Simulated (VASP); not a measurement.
# Ag (Fm-3m) in VASP: notebook

The runs below take Ag through single point, with PBEsol.

Everything below comes from runs of VASP 6.6.1. Logs are shortened: lines on timing, memory, paths and dates and some standing lists are left out, and cuts for length are marked.

## Step 1: The cell of the first run

The structure is cubic, space group Fm-3m (No. 225). Conventional cell: a = 4.054 Å, b = 4.054 Å, c = 4.054 Å, α = 90.00°, β = 90.00°, γ = 90.00°. Ag (site symmetry m-3m) has 12 Ag at 2.87 Å within 3.8 Å.

## Step 2: Single point, PBEsol

INCAR reads:

```
PREC     = Accurate       # precision mode
ENCUT    = 520            # plane-wave cutoff, eV
EDIFF    = 1E-6           # SCF threshold, eV
ISMEAR   = -1             # smearing method
SIGMA    = 0.1            # smearing width, eV
LREAL    = False          # projectors in reciprocal space
LASPH    = True           # aspherical terms in the spheres
NELM     = 100            # most SCF steps
ALGO     = Normal         # electronic algorithm
ISIF     = 2              # what is computed and relaxed
LWAVE    = False          # write WAVECAR
LCHARG   = True           # write CHGCAR
GGA      = PS             # functional
LELF     = True           # ELF
LVHAR    = True         
NBANDS   = 12             # bands
```

KPOINTS reads:

```
regular mesh
0
Gamma
  16 16 16
```

POSCAR reads:

```
Ag
1.0
    0.0000000000      2.0271489570      2.0271489570
    2.0271489570      0.0000000000      2.0271489570
    2.0271489570      2.0271489570      0.0000000000
Ag
1
Direct
    0.0000000000      0.0000000000      0.0000000000
```

Potentials or basis: VASP PAW PBE potentials, release 64 (Ag).

Run with:

```
$ cat potpaw_PBE.64/Ag/POTCAR > POTCAR
$ mpirun -np 1 vasp_std > vasp.out
```

OUTCAR:

```text
PREC = Accurate
   ENCUT = 520
   EDIFF = 1E-6
   ISMEAR = -1
   LREAL = False
   LASPH = True
   NELM = 100
   ISIF = 2
   GGA = PS

 ion  position               nearest neighbor table
   1  0.000  0.000  0.000-

  LATTYP: Found a face centered cubic cell.
 ALAT       =     4.0542979140

  Lattice vectors:

 A1 = (   0.0000000000,   2.0271489570,   2.0271489570)
 A2 = (   2.0271489570,   0.0000000000,   2.0271489570)
 A3 = (   2.0271489570,   2.0271489570,   0.0000000000)

Analysis of symmetry for initial positions (statically):
=====================================================================
 Subroutine PRICEL returns:
 Original cell was already a primitive cell.

 Routine SETGRP: Setting up the symmetry group for a
 face centered cubic supercell.

 Subroutine GETGRP returns: Found 48 space group operations
 (whereof 48 operations were pure point group operations)
 out of a pool of 48 trial point group operations.

The static configuration has the point symmetry O_h .

Analysis of symmetry for dynamics (positions and initial velocities):
=====================================================================
 Subroutine PRICEL returns:
 Original cell was already a primitive cell.

 Routine SETGRP: Setting up the symmetry group for a
 face centered cubic supercell.

 Subroutine GETGRP returns: Found 48 space group operations
 (whereof 48 operations were pure point group operations)
 out of a pool of 48 trial point group operations.

The dynamic configuration has the point symmetry O_h .

 Subroutine INISYM returns: Found 48 space group operations
 (whereof 48 operations are pure point group operations),
 and found     1 'primitive' translations

----------------------------------------------------------------------------------------

                                     Primitive cell

  volume of cell :      16.6605

  direct lattice vectors                    reciprocal lattice vectors
     0.000000000  2.027148957  2.027148957    -0.246651830  0.246651830  0.246651830
     2.027148957  0.000000000  2.027148957     0.246651830 -0.246651830  0.246651830
     2.027148957  2.027148957  0.000000000     0.246651830  0.246651830 -0.246651830

  length of vectors
     2.866821548  2.866821548  2.866821548     0.427213501  0.427213501  0.427213501

  position of ions in fractional coordinates (direct lattice)
     0.000000000  0.000000000  0.000000000

  ion indices of the primitive-cell ions
   primitive index   ion index
                 1           1

----------------------------------------------------------------------------------------

 KPOINTS: regular mesh

Automatic generation of k-mesh.
 Grid dimensions read from file:
 generate k-points for:   16   16   16

 Generating k-lattice:

  Cartesian coordinates                     Fractional coordinates (reciprocal lattice)
    -0.015415739  0.015415739  0.015415739     0.062500000  0.000000000  0.000000000
     0.015415739 -0.015415739  0.015415739     0.000000000  0.062500000  0.000000000
     0.015415739  0.015415739 -0.015415739     0.000000000  0.000000000  0.062500000

  Length of vectors
     0.026700844  0.026700844  0.026700844

  Shift w.r.t. Gamma in fractional coordinates (k-lattice)
     0.000000000  0.000000000  0.000000000

 Subroutine IBZKPT returns following result:
 ===========================================

 Found    145 irreducible k-points:

 Following reciprocal coordinates:
            Coordinates               Weight
  0.000000  0.000000  0.000000      1.000000
  0.062500  0.000000  0.000000      8.000000
  0.125000  0.000000  0.000000      8.000000
  0.187500  0.000000  0.000000      8.000000
  0.250000  0.000000  0.000000      8.000000
  0.312500  0.000000  0.000000      8.000000
[... 16 lines left out ...]
 -0.125000  0.062500  0.000000     24.000000
 -0.062500  0.062500  0.000000     12.000000
 [... further k-points ...]
   k-points           NKPTS =    145   k-points in BZ     NKDIM =    145   number of bands    NBANDS=     12
   number of dos      NEDOS =    301   number of ions     NIONS =      1
   total plane-waves  NPLWV =  13824
   dimension x,y,z NGX =    24 NGY =   24 NGZ =   24
   dimension x,y,z NGXF=    48 NGYF=   48 NGZF=   48
   ions per type =               1
   NGX,Y,Z   is equivalent  to a cutoff of  13.92, 13.92, 13.92 a.u.
   NGXF,Y,Z  is equivalent  to a cutoff of  27.84, 27.84, 27.84 a.u.
 SYSTEM =  unknown system
   PREC   = accura    normal or accurate (medium, high low for compatibility)
   ISTART =      0    job   : 0-new  1-cont  2-samecut
   ICHARG =      2    charge: 1-file 2-atom 10-const
   ISPIN  =      1    spin polarized calculation?
   LNONCOLLINEAR =      F non collinear calculations
   LSORBIT =      F    spin-orbit coupling
   LASPH  =      T    aspherical Exc in radial PAW
   ENCUT  =  520.0 eV  38.22 Ry    6.18 a.u.   5.33  5.33  5.33*2*pi/ulx,y,z
   NELM   =    100;   NELMIN=  2; NELMDL= -5     # of ELM steps
   EDIFF  = 0.1E-05   stopping-criterion for ELM
   LREAL  =      F    real-space projection
   EDIFFG = 0.1E-04   stopping-criterion for IOM
   NSW    =      0    number of steps for IOM
   IBRION =     -1    ionic relax: 0-MD 1-quasi-New 2-CG
   NFREE  =      0    steps in history (QN), initial steepest desc. (CG)
   ISIF   =      2    stress and relaxation
   ISYM   =      2    0-nonsym 1-usesym 2-fastsym
   POTIM  = 0.5000    time-step for ionic-motion
   TEBEG  =    0.0;   TEEND  =   0.0 temperature during run
   PSTRESS=    0.0 pullay stress
   NELECT =      11.0000    total number of electrons
   NUPDOWN=      -1.0000    fix difference up-down
   EMIN   =  10.00;   EMAX   =-10.00  energy-range for DOS
   EFERMI =   0.00;   METHOD = LEGACY
   ISMEAR =    -1;   SIGMA  =   0.10  broadening in eV -4-tet -1-fermi 0-gaus
   EFERMI_NEDOS =   21; number of points for ismear=-14 and -15
   IALGO  =     38    algorithm
   IMIX   =      4    mixing-type and parameters
     AMIX     =   0.40;   BMIX     =  1.00
     AMIX_MAG =   1.60;   BMIX_MAG =  1.00
  volume/ion in A,a.u.               =      16.66       112.43
  Fermi-wavevector in a.u.,A,eV,Ry     =   1.425531  2.693863 27.648933  2.032139
  Thomas-Fermi vector in A             =   2.545905
   LORBIT       =      0    0 simple, 1 ext, 2 COOP (PROOUT), +10 PAW based schemes
   GGA     = PS    functional components
   LHFCALC =     F    Hartree Fock is set to
   AEXX    =    0.0000 exact exchange contribution
   IVDW    =     0    specifies the selected vdW correction
   LEPSILON=     F    determine dielectric tensor
   LRPA    =     F    only Hartree local field effects (RPA)
 non-spin polarized calculation
  energy-cutoff  :      520.00
  volume of cell :       16.66
 maximum number of plane-waves:       464
 NGX is ok and might be reduce to    24
   NGX = 11   NGY = 11   NGZ = 11

 number of electron      11.0000001 magnetization

 Free energy of the ion-electron system (eV)
  ---------------------------------------------------
  ext. energy  EPLUGINS =         0.00000000
  ---------------------------------------------------
  free energy    TOTEN  =        -3.31453337 eV

  energy without entropy =       -3.30640081  energy(sigma->0) =       -3.31046709

 E-fermi :   8.5064     XC(G=0): -12.5508

 val. band max:        8.5010490018   @ k =   0.5000   0.1875   0.0625
 cond. band min:       8.5081160226   @ k =   0.4375   0.3750   0.0000
 fundamental gap:      0.0070670208
 Fermi energy:         8.5063517702

 k-point     1 :       0.0000    0.0000    0.0000
  band No.  band energies     occupation
      1       0.5536      2.00000
      2       3.7010      2.00000
      3       3.7010      2.00000
      4       3.7010      2.00000
      5       4.7916      2.00000
      6       4.7916      2.00000
      7      24.5905      0.00000
      8      28.3004      0.00000
      9      28.3004      0.00000
     10      28.3004      0.00000
     11      33.1788      0.00000
     12      34.4589      0.00000

 k-point     2 :       0.0625    0.0000    0.0000
  band No.  band energies     occupation
      1       0.6782      2.00000
      2       3.6708      2.00000
      3       3.7364      2.00000
      4       3.7364      2.00000
      5       4.7778      2.00000
      6       4.7778      2.00000
      7      24.6246      0.00000
      8      27.2779      0.00000
      9      28.3614      0.00000
     10      28.3614      0.00000
     11      33.2775      0.00000
     12      34.2908      0.00000

 k-point     3 :       0.1250    0.0000    0.0000
  band No.  band energies     occupation
      1       1.0343      2.00000
      2       3.6055      2.00000
      3       3.8244      2.00000
      4       3.8244      2.00000
      5       4.7546      2.00000
      6       4.7546      2.00000
      7      24.2086      0.00000
      8      25.7838      0.00000
      9      28.5056      0.00000
     10      28.5056      0.00000
     11      32.2617      0.00000
     12      33.7221      0.00000
[... 286 lines left out ...]
 k-point    23 :      -0.1250    0.0625    0.0000
  band No.  band energies     occupation
      1       1.2976      2.00000
      2       3.5267      2.00000
      3       3.8876      2.00000
      4       3.9133      2.00000
      5       4.6379      2.00000
      6       4.8682      2.00000
      7      23.7728      0.00000
      8      25.1581      0.00000
      9      27.5923      0.00000
     10      29.5351      0.00000
     11      31.0903      0.00000
     12      33.7301      0.00000

 k-point    24 :      -0.0625    0.0625    0.0000
  band No.  band energies     occupation
      1       0.8810      2.00000
      2       3.6093      2.00000
      3       3.7850      2.00000
      4       3.8143      2.00000
      5       4.7074      2.00000
      6       4.8126      2.00000
      7      24.6216      0.00000
      8      26.3108      0.00000
      9      27.7190      0.00000
     10      28.9114      0.00000
     11      32.4411      0.00000
     12      34.3871      0.00000

 [... further k-points ...]

------------------------ aborting loop because EDIFF is reached ----------------------------------------

  FORCE on cell =-STRESS in cart. coord.  units (eV):
  Direction    XX          YY          ZZ          XY          YZ          ZX
  --------------------------------------------------------------------------------------
  -------------------------------------------------------------------------------------
  Total       -0.0234878     -0.0234878     -0.0234878      0.0000000      0.0000000     -0.0000000
  in kB       -2.2587366     -2.2587366     -2.2587366      0.0000000      0.0000000     -0.0000000
  external PRESSURE =      -2.2587366 kB  Pullay stress =       0.0000000 kB

 VOLUME and BASIS-vectors are now :
 -----------------------------------------------------------------------------
  energy-cutoff  :      520.00
  volume of cell :       16.66
      direct lattice vectors                 reciprocal lattice vectors
     0.000000000  2.027148957  2.027148957    -0.246651830  0.246651830  0.246651830
     2.027148957  0.000000000  2.027148957     0.246651830 -0.246651830  0.246651830
     2.027148957  2.027148957  0.000000000     0.246651830  0.246651830 -0.246651830

 POSITION                                       TOTAL-FORCE (eV/Angst)
 -----------------------------------------------------------------------------------
      0.00000      0.00000      0.00000         0.000000      0.000000      0.000000
 -----------------------------------------------------------------------------------
    total drift:                               -0.000000      0.000000     -0.000000

  FREE ENERGIE OF THE ION-ELECTRON SYSTEM (eV)
  ---------------------------------------------------
  free  energy   TOTEN  =        -3.3145333693 eV

  energy  without entropy=       -3.3064008092  energy(sigma->0) =       -3.31046709
```

Wall time 22 s (1 thread of Intel Xeon Platinum 8259CL at 2.50GHz (Skylake/Cascade Lake), shared host); peak memory 0.16 GiB.

Results:

- Free energy: -3.3145 eV
- Pressure: -0.2 GPa

Levels at points of the mesh, in eV from the Fermi level:
```
           k point  band 2  band 3  band 4  band 5  band 6  band 7  band 8  band 9  band 10  band 11
(0.00, 0.00, 0.00)   -4.81   -4.81   -4.81   -3.71   -3.71   16.08   19.79   19.79    19.79    24.67
(0.50, 0.00, 0.00)   -4.83   -4.83   -2.88   -2.88   -0.47    3.76   15.32   18.10    18.10    23.21
(0.50, 0.50, 0.00)   -6.38   -2.91   -2.67   -2.67    1.57    6.95   10.77   10.77    17.49    17.57
```

Caveat: the PAW data sets were made with another functional, which shifts forces and pressure a little.

## Step 3: Single point, PBEsol, non-collinear spin, zero start, spin-orbit coupling

INCAR reads:

```
  PREC = Accurate
  ENCUT = 520
  EDIFF = 1E-6
  ISMEAR = -1
  SIGMA = 0.1
  LREAL = F
  LASPH = T
  NELM = 150
  ALGO = Normal
  ISIF = 2
  LWAVE = F
  LCHARG = F
  LNONCOLLINEAR = T
  MAGMOM = 0 0 0
  LORBIT = 11
  LSORBIT = T
  GGA_COMPAT = F
  LORBMOM = T
  LMAXMIX = 4
  GGA = PS
  NBANDS = 22
```

KPOINTS reads:

```
Automatic mesh
0
Gamma
  16 16 16
```

POSCAR is that of step 2.

Potentials or basis: VASP PAW PBE potentials, release 64 (Ag).

Run with:

```
$ cat potpaw_PBE.64/Ag/POTCAR > POTCAR
$ mpirun -np 1 vasp_ncl > vasp.out
```

Wall time 1.8 min (1 thread of Intel Xeon Platinum 8259CL at 2.50GHz (Skylake/Cascade Lake), shared host); peak memory 0.24 GiB.

The run converged. Its results:

```yaml
Free_energy: -3.3423 eV
Pressure: -0.3 GPa
Net_moment: 0.00 μB per cell
Valence_electrons_inside_the_program's_atomic_spheres: Ag 9.89
```

Moments on the atoms (μB; x, y, z):
```
Ag  0.00 0.00 0.00
```

Caveat: the PAW data sets were made with another functional, which shifts forces and pressure a little.
